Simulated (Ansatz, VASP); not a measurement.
Two plane-wave programs on CuO

Contents of INCAR:

```
SYSTEM = CuO
  PREC = Accurate
  ENCUT = 520
  EDIFF = 1E-6
  ISMEAR = -1
  SIGMA = 0.02
  LREAL = .False.
  LASPH = .True.
  NELM = 80
  ALGO = Normal
  ISIF = 2
  LWAVE = .False.
  LCHARG = .False.
  GGA = PS
  NBANDS = 25
```

File KPOINTS:

```
regular mesh
0
Gamma
  14 14 8
  0 0 0
```

Contents of POSCAR:

```
CuO
1.0
    1.9909680000     -2.1535500000      0.0000000000
    1.9909680000      2.1535500000      0.0000000000
    0.0000000000      0.0000000000      5.1559280000
Cu O
2 2
Direct
    0.0000000000      0.5000000000      0.0000000000
    0.5000000000      0.0000000000      0.5000000000
    0.5000000000      0.5000000000      0.2500000000
    0.5000000000      0.5000000000      0.7500000000
```

Input for Ansatz:

```yaml
crystal:
  lattice:
    - [1.990968, -2.15355, 0.0]
    - [1.990968, 2.15355, 0.0]
    - [0.0, 0.0, 5.155928]
  atoms:
    - { symbol: Cu, position: [0.0, 0.5, 0.0] }
    - { symbol: Cu, position: [0.5, 0.0, 0.5] }
    - { symbol: O, position: [0.5, 0.5, 0.25] }
    - { symbol: O, position: [0.5, 0.5, 0.75] }
basis:
  ecutwfc: 420
kpoints:
  mp_grid: { grid: [14, 14, 8] }
hamiltonian:
  xc: pbesol
scf:
  occupations: { method: fermi_dirac, width: 0.02 }
output:
  forces: true
  stress: true
  eigenvalues: true
```

Alike in both runs: task single point; functional PBEsol; k mesh 14 × 14 × 8; occupations fermi-dirac, width 0.02 eV; no spin polarisation.

|  | VASP | Ansatz |
| --- | --- | --- |
| version | VASP 6.6.1 | Ansatz 0.2.0 |
| potentials or method | VASP PAW PBE potentials, release 64 (Cu, O), cutoff 520 eV | scalar-relativistic, plane waves, PAW |
| valence electrons in the cell | 34 | 50 |

```csv
,VASP,Ansatz,Ansatz less VASP
gap on the k mesh at the Fermi level (eV),none,none,-
pressure (GPa),-5.4,-6.1,-0.63
"traceless stress, the component that is largest in VASP (GPa)",1.35,1.56,+0.212
```

VASP's potentials were made for PBE, not for PBEsol. A gap of «none» marks a metal or a gap that the smearing closes. With one functional, cell and mesh, what is left measures potentials, basis and numerics. VASP's potentials hold 34 valence electrons a cell and Ansatz's 50, so a difference there can come from the potentials and not from the codes.
